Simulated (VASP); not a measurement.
# MgS (Imm2) in VASP: further runs

Runs on MgS. Level: PBEsol. Tasks: single point.

All numbers are computed with VASP 6.6.1; they aren't measurements. Logs are shortened: lines on timing, memory, paths and dates and some standing lists are left out, and cuts for length are marked.

### Step 1. The cell of the first run

The structure is orthorhombic, space group Imm2 (No. 44). The conventional cell has a = 3.679 Å, b = 5.203 Å, c = 3.679 Å, α = 90.00°, β = 90.00°, γ = 90.00°. Within 3.3 Å of Mg (site symmetry mm2) lie 6 S at 2.53 to 2.67 Å. Within 3.3 Å of S (site symmetry mm2) lie 6 Mg at 2.53 to 2.67 Å.

### Step 2. Single point, PBEsol (all Mg atoms moved -0.100 Å, as atom 1 along Cartesian [1 1 0])

Contents of INCAR:

```
SYSTEM = MgS
PREC = Accurate
ENCUT = 520
EDIFF = 1E-6
ISMEAR = 0
SIGMA = 0.05
LREAL = .FALSE.
LASPH = .TRUE.
NELM = 100
ALGO = Normal
ISIF = 2
LWAVE = .FALSE.
LCHARG = .TRUE.
GGA = PS
LELF = .TRUE.
LVHAR = .TRUE.
NBANDS = 11
```

Contents of KPOINTS:

```
Automatic mesh
0
G
  8 8 8
  0 0 0
```

Contents of POSCAR:

```
MgS
1.0
    0.0000000000      2.6016500000      2.6016500000
    2.6016500000      0.0000000000      2.6016500000
    2.6016500000      2.6016500000      0.0000000000
Mg S
1 1
Direct
    0.0000000000      0.0000000000     -0.0271791663
    0.5000000000      0.5000000000      0.5000000000
```

Potentials or basis: VASP PAW PBE potentials, release 64 (Mg, S).

Command:

```bash
> cat potpaw_PBE.64/Mg/POTCAR potpaw_PBE.64/S/POTCAR > POTCAR
> mpirun -np 1 vasp_std > vasp.out
```

OUTCAR:

```text
SYSTEM = MgS
   PREC = Accurate
   ENCUT = 520
   EDIFF = 1E-6
   ISMEAR = 0
   LREAL = .FALSE.
   LASPH = .TRUE.
   NELM = 100
   ISIF = 2
   GGA = PS

 ion  position               nearest neighbor table
   1  0.000  0.000  0.973-   2 2.53   2 2.53   2 2.60   2 2.60   2 2.67   2 2.67
   2  0.500  0.500  0.500-   1 2.53   1 2.53   1 2.60   1 2.60   1 2.67   1 2.67

  LATTYP: Found a face centered cubic cell.
 ALAT       =     5.2033000000

  Lattice vectors:

 A1 = (   0.0000000000,   2.6016500000,   2.6016500000)
 A2 = (   2.6016500000,   0.0000000000,   2.6016500000)
 A3 = (   2.6016500000,   2.6016500000,   0.0000000000)

Analysis of symmetry for initial positions (statically):
=====================================================================
 Subroutine PRICEL returns:
 Original cell was already a primitive cell.

 Routine SETGRP: Setting up the symmetry group for a
 face centered cubic supercell.

 Subroutine GETGRP returns: Found  4 space group operations
 (whereof  4 operations were pure point group operations)
 out of a pool of 48 trial point group operations.

The static configuration has the point symmetry C_2v.

Analysis of symmetry for dynamics (positions and initial velocities):
=====================================================================
 Subroutine PRICEL returns:
 Original cell was already a primitive cell.

 Routine SETGRP: Setting up the symmetry group for a
 face centered cubic supercell.

 Subroutine GETGRP returns: Found  4 space group operations
 (whereof  4 operations were pure point group operations)
 out of a pool of 48 trial point group operations.

The dynamic configuration has the point symmetry C_2v.

 Subroutine INISYM returns: Found  4 space group operations
 (whereof  4 operations are pure point group operations),
 and found     1 'primitive' translations

----------------------------------------------------------------------------------------

                                     Primitive cell

  volume of cell :      35.2190

  direct lattice vectors                    reciprocal lattice vectors
     0.000000000  2.601650000  2.601650000    -0.192185728  0.192185728  0.192185728
     2.601650000  0.000000000  2.601650000     0.192185728 -0.192185728  0.192185728
     2.601650000  2.601650000  0.000000000     0.192185728  0.192185728 -0.192185728

  length of vectors
     3.679288715  3.679288715  3.679288715     0.332875446  0.332875446  0.332875446

  position of ions in fractional coordinates (direct lattice)
     0.000000000  0.000000000  0.972820834
     0.500000000  0.500000000  0.500000000

  ion indices of the primitive-cell ions
   primitive index   ion index
                 1           1
                 2           2

----------------------------------------------------------------------------------------

 KPOINTS: Automatic mesh

Automatic generation of k-mesh.
 Grid dimensions read from file:
 generate k-points for:    8    8    8

 Generating k-lattice:

  Cartesian coordinates                     Fractional coordinates (reciprocal lattice)
    -0.024023216  0.024023216  0.024023216     0.125000000  0.000000000  0.000000000
     0.024023216 -0.024023216  0.024023216     0.000000000  0.125000000  0.000000000
     0.024023216  0.024023216 -0.024023216     0.000000000  0.000000000  0.125000000

  Length of vectors
     0.041609431  0.041609431  0.041609431

  Shift w.r.t. Gamma in fractional coordinates (k-lattice)
     0.000000000  0.000000000  0.000000000

 Subroutine IBZKPT returns following result:
 ===========================================

 Found     95 irreducible k-points:

 Following reciprocal coordinates:
            Coordinates               Weight
  0.000000  0.000000  0.000000      1.000000
  0.125000  0.000000  0.000000      4.000000
  0.000000  0.000000  0.125000      4.000000
  0.250000  0.000000  0.000000      4.000000
  0.000000  0.000000  0.250000      4.000000
  0.375000  0.000000  0.000000      4.000000
[... 16 lines left out ...]
  0.125000  0.125000 -0.375000      4.000000
 -0.375000  0.125000  0.000000      4.000000
 [... further k-points ...]
   k-points           NKPTS =     95   k-points in BZ     NKDIM =     95   number of bands    NBANDS=     11
   number of dos      NEDOS =    301   number of ions     NIONS =      2
   total plane-waves  NPLWV =  21952
   dimension x,y,z NGX =    28 NGY =   28 NGZ =   28
   dimension x,y,z NGXF=    56 NGYF=   56 NGZF=   56
   ions per type =               1   1
   NGX,Y,Z   is equivalent  to a cutoff of  12.65, 12.65, 12.65 a.u.
   NGXF,Y,Z  is equivalent  to a cutoff of  25.30, 25.30, 25.30 a.u.
 SYSTEM =  MgS
   PREC   = accura    normal or accurate (medium, high low for compatibility)
   ISTART =      0    job   : 0-new  1-cont  2-samecut
   ICHARG =      2    charge: 1-file 2-atom 10-const
   ISPIN  =      1    spin polarized calculation?
   LNONCOLLINEAR =      F non collinear calculations
   LSORBIT =      F    spin-orbit coupling
   LASPH  =      T    aspherical Exc in radial PAW
   ENCUT  =  520.0 eV  38.22 Ry    6.18 a.u.   6.84  6.84  6.84*2*pi/ulx,y,z
   NELM   =    100;   NELMIN=  2; NELMDL= -5     # of ELM steps
   EDIFF  = 0.1E-05   stopping-criterion for ELM
   LREAL  =      F    real-space projection
   EDIFFG = 0.1E-04   stopping-criterion for IOM
   NSW    =      0    number of steps for IOM
   IBRION =     -1    ionic relax: 0-MD 1-quasi-New 2-CG
   NFREE  =      0    steps in history (QN), initial steepest desc. (CG)
   ISIF   =      2    stress and relaxation
   ISYM   =      2    0-nonsym 1-usesym 2-fastsym
   POTIM  = 0.5000    time-step for ionic-motion
   TEBEG  =    0.0;   TEEND  =   0.0 temperature during run
   PSTRESS=    0.0 pullay stress
   NELECT =       8.0000    total number of electrons
   NUPDOWN=      -1.0000    fix difference up-down
   EMIN   =  10.00;   EMAX   =-10.00  energy-range for DOS
   EFERMI =   0.00;   METHOD = LEGACY
   ISMEAR =     0;   SIGMA  =   0.05  broadening in eV -4-tet -1-fermi 0-gaus
   EFERMI_NEDOS =   21; number of points for ismear=-14 and -15
   IALGO  =     38    algorithm
   IMIX   =      4    mixing-type and parameters
     AMIX     =   0.40;   BMIX     =  1.00
     AMIX_MAG =   1.60;   BMIX_MAG =  1.00
  volume/ion in A,a.u.               =      17.61       118.83
  Fermi-wavevector in a.u.,A,eV,Ry     =   0.998878  1.887606 13.575323  0.997758
  Thomas-Fermi vector in A             =   2.131131
   LORBIT       =      0    0 simple, 1 ext, 2 COOP (PROOUT), +10 PAW based schemes
   GGA     = PS    functional components
   LHFCALC =     F    Hartree Fock is set to
   AEXX    =    0.0000 exact exchange contribution
   IVDW    =     0    specifies the selected vdW correction
   LEPSILON=     F    determine dielectric tensor
   LRPA    =     F    only Hartree local field effects (RPA)
 non-spin polarized calculation
 Gauss-broadening in eV      SIGMA  =   0.05
  energy-cutoff  :      520.00
  volume of cell :       35.22
 maximum number of plane-waves:       960
   NGX = 13   NGY = 13   NGZ = 13

 number of electron       8.0000000 magnetization

 Free energy of the ion-electron system (eV)
  ---------------------------------------------------
  ext. energy  EPLUGINS =         0.00000000
  ---------------------------------------------------
  free energy    TOTEN  =        -9.05927605 eV

  energy without entropy =       -9.05927605  energy(sigma->0) =       -9.05927605

 E-fermi :   3.9340     XC(G=0):  -9.8341

 val. band max:        3.6737939521   @ k =   0.0000   0.0000   0.0000
 cond. band min:       6.3799920227   @ k =   0.5000   0.5000   0.0000
 fundamental gap:      2.7061980706
 Fermi energy:         3.9339636487

 k-point     1 :       0.0000    0.0000    0.0000
  band No.  band energies     occupation
      1      -9.0110      2.00000
      2       3.6569      2.00000
      3       3.6736      2.00000
      4       3.6738      2.00000
      5       7.2645      0.00000
      6      11.5241      0.00000
      7      11.5249      0.00000
      8      11.5394      0.00000
      9      13.9993      0.00000
     10      14.0128      0.00000
     11      15.9514      0.00000

 k-point     2 :       0.1250    0.0000    0.0000
  band No.  band energies     occupation
      1      -8.8584      2.00000
      2       2.5955      2.00000
      3       3.5655      2.00000
      4       3.5724      2.00000
      5       8.0723      0.00000
      6      11.1852      0.00000
      7      11.7801      0.00000
      8      11.7972      0.00000
      9      13.3377      0.00000
     10      13.3651      0.00000
     11      16.2218      0.00000

 k-point     3 :       0.0000    0.0000    0.1250
  band No.  band energies     occupation
      1      -8.8585      2.00000
      2       2.6045      2.00000
      3       3.5544      2.00000
      4       3.5716      2.00000
      5       8.0768      0.00000
      6      11.1958      0.00000
      7      11.7766      0.00000
      8      11.7794      0.00000
      9      13.3508      0.00000
     10      13.3523      0.00000
     11      16.2457      0.00000

 k-point     4 :       0.2500    0.0000    0.0000
  band No.  band energies     occupation
      1      -8.4449      2.00000
      2       0.8198      2.00000
      3       3.3420      2.00000
      4       3.3494      2.00000
      5       8.4974      0.00000
      6      11.4149      0.00000
      7      11.4233      0.00000
      8      11.8859      0.00000
      9      13.8831      0.00000
     10      13.9194      0.00000
     11      15.4192      0.00000
[... 239 lines left out ...]
 k-point    22 :       0.1250    0.0000    0.5000
  band No.  band energies     occupation
      1      -7.6424      2.00000
      2      -0.9743      2.00000
      3       2.4103      2.00000
      4       2.8704      2.00000
      5       8.7140      0.00000
      6       9.9100      0.00000
      7      11.0873      0.00000
      8      13.6285      0.00000
      9      15.5435      0.00000
     10      17.4061      0.00000
     11      18.0307      0.00000

 k-point    23 :       0.1250    0.1250   -0.3750
  band No.  band energies     occupation
      1      -7.6424      2.00000
      2      -0.9746      2.00000
      3       2.4214      2.00000
      4       2.8581      2.00000
      5       8.7186      0.00000
      6       9.9058      0.00000
      7      11.0872      0.00000
      8      13.6130      0.00000
      9      15.5792      0.00000
     10      17.3981      0.00000
     11      18.0488      0.00000

 k-point    24 :      -0.3750    0.1250    0.0000
  band No.  band energies     occupation
      1      -7.7252      2.00000
      2      -0.7934      2.00000
      3       2.2898      2.00000
      4       3.0581      2.00000
      5       8.8832      0.00000
      6      10.0582      0.00000
      7      10.9647      0.00000
      8      13.4436      0.00000
      9      15.6023      0.00000
     10      16.0178      0.00000
     11      18.2795      0.00000

 [... further k-points ...]
[... 5 lines left out ...]
  --------------------------------------------------------------------------------------
  -------------------------------------------------------------------------------------
  Total       -0.1352996     -0.1352996     -0.2694795     -0.0165703      0.0000000      0.0000000
  in kB       -6.1550330     -6.1550330    -12.2591326     -0.7538164      0.0000000      0.0000000
  external PRESSURE =      -8.1897328 kB  Pullay stress =       0.0000000 kB

 VOLUME and BASIS-vectors are now :
 -----------------------------------------------------------------------------
  energy-cutoff  :      520.00
  volume of cell :       35.22
      direct lattice vectors                 reciprocal lattice vectors
     0.000000000  2.601650000  2.601650000    -0.192185728  0.192185728  0.192185728
     2.601650000  0.000000000  2.601650000     0.192185728 -0.192185728  0.192185728
     2.601650000  2.601650000  0.000000000     0.192185728  0.192185728 -0.192185728

 POSITION                                       TOTAL-FORCE (eV/Angst)
 -----------------------------------------------------------------------------------
      2.53094      2.53094      0.00000         0.200601      0.200601     -0.000000
      2.60165      2.60165      2.60165        -0.200601     -0.200601      0.000000
 -----------------------------------------------------------------------------------
    total drift:                                0.000043      0.000043      0.000000

  FREE ENERGIE OF THE ION-ELECTRON SYSTEM (eV)
  ---------------------------------------------------
  free  energy   TOTEN  =        -9.0592760485 eV

  energy  without entropy=       -9.0592760485  energy(sigma->0) =       -9.05927605
```

It took 45 s on 1 thread of Intel Xeon 8259CL, shared host; peak memory 0.18 GiB.

What came out:

```yaml
Free_energy: -9.0593 eV
Pressure: -0.8 GPa
Largest_force: 0.284 eV/Å
Band_gap_on_the_k_mesh: 2.71 eV (least direct gap 3.59 eV)
```

Forces on the atoms (eV/Å):
```
Mg   0.201  0.201  0.000
S   -0.201 -0.201  0.000
```

Stress tensor (GPa, compression positive):
```
-0.62 -0.08  0.00
-0.08 -0.62  0.00
 0.00  0.00 -1.23
```

Caveat: the cell differs from its parent crystal (all Mg atoms moved -0.100 Å, as atom 1 along Cartesian [1 1 0]); the PAW data sets were made with another functional, which shifts forces and pressure a little. A k mesh can miss the band edges.

### Step 3. Single point, PBEsol (all Mg atoms moved +0.075 Å, as atom 1 along Cartesian [1 1 0])

Contents of INCAR:

```
SYSTEM = MgS
PREC = Accurate ; ENCUT = 520
EDIFF = 1E-7 ; ISMEAR = 0
SIGMA = 0.05 ; LREAL = .False.
LASPH = .True. ; NELM = 80
ALGO = Normal ; ISIF = 2
LWAVE = .False. ; LCHARG = .True.
GGA = PS ; LELF = .True.
LVHAR = .True. ; NBANDS = 11
```

Contents of KPOINTS:

```
regular mesh
0
Gamma
  8 8 8
  0 0 0
```

Changes to POSCAR since step 2:

```diff
@@ -8,3 +8,3 @@
 Direct
-    0.0000000000      0.0000000000     -0.0271791663
+    0.0000000000      0.0000000000      0.0203843748
     0.5000000000      0.5000000000      0.5000000000
```

Potentials or basis: VASP PAW PBE potentials, release 64 (Mg, S).

Command:

```bash
> cat potpaw_PBE.64/Mg/POTCAR potpaw_PBE.64/S/POTCAR > POTCAR
> mpirun -np 1 vasp_std > vasp.out
```

OUTCAR:

```text
SYSTEM = MgS
   PREC = Accurate
   ENCUT = 520
   EDIFF = 1E-7
   ISMEAR = 0
   LREAL = .False.
   LASPH = .True.
   NELM = 80
   ISIF = 2
   GGA = PS

 ion  position               nearest neighbor table
   1  0.000  0.000  0.020-   2 2.55   2 2.55   2 2.60   2 2.60   2 2.66   2 2.66
   2  0.500  0.500  0.500-   1 2.55   1 2.55   1 2.60   1 2.60   1 2.66   1 2.66

  LATTYP: Found a face centered cubic cell.
 ALAT       =     5.2033000000

  Lattice vectors:

 A1 = (   0.0000000000,   2.6016500000,   2.6016500000)
 A2 = (   2.6016500000,   0.0000000000,   2.6016500000)
 A3 = (   2.6016500000,   2.6016500000,   0.0000000000)

Analysis of symmetry for initial positions (statically):
=====================================================================
 Subroutine PRICEL returns:
 Original cell was already a primitive cell.

 Routine SETGRP: Setting up the symmetry group for a
 face centered cubic supercell.

 Subroutine GETGRP returns: Found  4 space group operations
 (whereof  4 operations were pure point group operations)
 out of a pool of 48 trial point group operations.

The static configuration has the point symmetry C_2v.

Analysis of symmetry for dynamics (positions and initial velocities):
[... 163 lines left out ...]
 fundamental gap:      2.7054399548
 Fermi energy:         3.9379631348

 k-point     1 :       0.0000    0.0000    0.0000
  band No.  band energies     occupation
      1      -9.0097      2.00000
      2       3.6648      2.00000
      3       3.6742      2.00000
      4       3.6743      2.00000
      5       7.2662      0.00000
      6      11.5264      0.00000
      7      11.5269      0.00000
      8      11.5351      0.00000
      9      13.9937      0.00000
     10      14.0013      0.00000
     11      15.9604      0.00000
[... 309 lines left out ...]
 k-point    24 :      -0.3750    0.1250    0.0000
  band No.  band energies     occupation
      1      -7.7235      2.00000
      2      -0.7918      2.00000
      3       2.2914      2.00000
      4       3.0568      2.00000
      5       8.8853      0.00000
      6      10.0692      0.00000
      7      10.9465      0.00000
      8      13.4496      0.00000
      9      15.6000      0.00000
     10      16.0184      0.00000
     11      18.2810      0.00000

 [... further k-points ...]
[... 5 lines left out ...]
  --------------------------------------------------------------------------------------
  -------------------------------------------------------------------------------------
  Total       -0.1837533     -0.1837533     -0.2593176     -0.0091639      0.0000000      0.0000000
  in kB       -8.3592868     -8.3592868    -11.7968460     -0.4168828      0.0000000      0.0000000
  external PRESSURE =      -9.5051399 kB  Pullay stress =       0.0000000 kB

 VOLUME and BASIS-vectors are now :
 -----------------------------------------------------------------------------
  energy-cutoff  :      520.00
  volume of cell :       35.22
      direct lattice vectors                 reciprocal lattice vectors
     0.000000000  2.601650000  2.601650000    -0.192185728  0.192185728  0.192185728
     2.601650000  0.000000000  2.601650000     0.192185728 -0.192185728  0.192185728
     2.601650000  2.601650000  0.000000000     0.192185728  0.192185728 -0.192185728

 POSITION                                       TOTAL-FORCE (eV/Angst)
 -----------------------------------------------------------------------------------
      0.05303      0.05303      0.00000        -0.149458     -0.149458     -0.000000
      2.60165      2.60165      2.60165         0.149458      0.149458      0.000000
 -----------------------------------------------------------------------------------
    total drift:                               -0.000025     -0.000025     -0.000000

  FREE ENERGIE OF THE ION-ELECTRON SYSTEM (eV)
  ---------------------------------------------------
  free  energy   TOTEN  =        -9.0654604234 eV

  energy  without entropy=       -9.0654604234  energy(sigma->0) =       -9.06546042
```

Wall time 54 s (1 thread of Intel Xeon 8259CL, shared host); peak memory 0.18 GiB.

What came out:

* Free energy: -9.0655 eV
* Pressure: -1.0 GPa
* Largest force: 0.211 eV/Å
* Band gap on the k mesh: 2.71 eV (least direct gap 3.59 eV)

Forces in eV/Å, atoms in the order of the input:
```
Mg  -0.149 -0.149  0.000
S    0.149  0.149  0.000
```

Caveat: the cell differs from its parent crystal (all Mg atoms moved +0.075 Å, as atom 1 along Cartesian [1 1 0]); the PAW data sets were made with another functional, which shifts forces and pressure a little.

(Continued in part 2 of 2.)
